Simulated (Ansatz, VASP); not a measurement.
MgO: VASP beside Ansatz

INCAR

```
SYSTEM = MgO
  PREC = Accurate
  ENCUT = 600
  EDIFF = 1E-6
  ISMEAR = 0
  SIGMA = 0.1
  LREAL = .FALSE.
  LASPH = .TRUE.
  NELM = 80
  ALGO = Normal
  ISIF = 3
  LWAVE = .FALSE.
  LCHARG = .FALSE.
  GGA = PE
  IBRION = 2
  NSW = 90
  EDIFFG = -0.04
```

KPOINTS

```
Automatic mesh
0
G
  6 6 6
  0 0 0
```

Contents of POSCAR:

```
MgO
1.0
    2.3511481200     -2.3511481200      0.0000000000
    2.3511481200      2.3511481200      0.0000000000
    0.0000000000      0.0000000000      3.3250255600
Mg O
2 2
Direct
    0.6250000000      0.6250000000      0.0000000000
    0.3750000000      0.3750000000      0.5000000000
    0.8750000000      0.1250000000      0.2500000000
    0.1250000000      0.8750000000      0.7500000000
```

Input for Ansatz:

```yaml
crystal:
  lattice:
    - [2.35114812, -2.35114812, 0.0]
    - [2.35114812, 2.35114812, 0.0]
    - [0.0, 0.0, 3.32502556]
  atoms:
    - { symbol: Mg, position: [0.625, 0.625, 0.0] }
    - { symbol: Mg, position: [0.375, 0.375, 0.5] }
    - { symbol: O, position: [0.875, 0.125, 0.25] }
    - { symbol: O, position: [0.125, 0.875, 0.75] }
basis:
  ecutwfc: 420
kpoints:
  mp_grid: { grid: [6, 6, 6] }
hamiltonian:
  xc: pbe
scf:
  occupations: { method: gaussian, width: 0.1 }
  lower_state_search: "off"
output:
  forces: true
  stress: true
  eigenvalues: true
relax:
  adjacent_minimum: "off"
  f_tol: 0.04
  max_steps: 70
  cell: { stress_tol: 0.4 }
```

Alike in both runs: task relaxation of cell and atoms; functional PBE; k mesh 6 × 6 × 6; occupations gaussian, width 0.1 eV; no spin polarisation.

```csv
,VASP,Ansatz
version,VASP 6.6.1,Ansatz 0.2.0
potentials or method,"VASP PAW PBE potentials, release 64 (Mg, O), cutoff 600 eV","scalar-relativistic, plane waves, PAW"
valence electrons in the cell,16,32
```

|  | VASP | Ansatz | Ansatz less VASP |
| --- | --- | --- | --- |
| gap on the k mesh at the Fermi level, each at its own relaxed structure (eV) | 3.39 | 3.49 | +0.098 |
| relaxed volume (Å³/atom) | 12.05 | 12.25 | +0.207 |
| relaxed cell length with the largest relative difference (Å) | 4.235 | 4.611 | +0.3764 |

One of these differences is far larger than is usual between the two programs; its cause wasn't traced. VASP's potentials hold 16 valence electrons a cell and Ansatz's 32, so a difference there can come from the potentials and not from the codes.

Noted on VASP's run: the volume moved by over 15 % at a fixed basis, so the end points are rough.
